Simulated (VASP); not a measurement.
**WS2: vibrations by perturbation theory with PBEsol**

Slab: WS2, a slab with vacuum.

```
CELL_PARAMETERS angstrom
3.18352 0.00000 0.00000
-1.59176 2.75701 0.00000
0.00000 0.00000 16.95058
ATOMIC_POSITIONS crystal
W 0.00000 0.00000 0.00000
S 0.33333 0.66667 0.09200
S 0.33333 0.66667 0.90800
```

```json
{
 "Program": "VASP 6.6.1",
 "Task": "vibrations by perturbation theory",
 "Functional": "PBEsol",
 "Potentials or basis": "VASP PAW PBE potentials, release 64 (W_sv, S)",
 "Cutoff": "520 eV",
 "k mesh": "7 × 7 × 2",
 "Occupations": "gaussian, width 0.01 eV",
 "Spin": "no spin polarisation",
 "Dipole correction": "no",
 "Further INCAR settings": "ALGO = Normal; EDIFF = 1e-08; IBRION = 8; NSW = 1"
}
```

```json
{"Electronic dielectric tensor (diagonal)": "5.51, 5.51, 1.43", "Born charges (mean of the diagonal)": "W -0.40; S +0.20 e", "Highest phonon frequency at Γ, LO-TO splitting left out": "430 cm⁻¹"}
```

Phonon frequencies in cm⁻¹ (negative: imaginary):
```tsv
q point	frequencies
(0.000, 0.000, 0.000)	0 0 0 290 290 348 348 411 430
```

Electronic dielectric tensor:
```
5.51 0.00 0.00
0.00 5.51 0.00
0.00 0.00 1.43
```

Born effective charge tensors (e):
atom 1, W
```
-0.55  0.00  0.00
 0.00 -0.55  0.00
 0.00  0.00 -0.10
```
atom 2, S
```
0.27 0.00 0.00
0.00 0.27 0.00
0.00 0.00 0.05
```
atom 3, S
```
0.27 0.00 0.00
0.00 0.27 0.00
0.00 0.00 0.05
```

Wall time 21 min on 1 thread of Intel(R) Xeon(R) Platinum 8488C (Sapphire Rapids), on a shared host, peak memory 0.58 GiB.

Caveat: the cell wasn't relaxed at this level first, which shifts response properties.
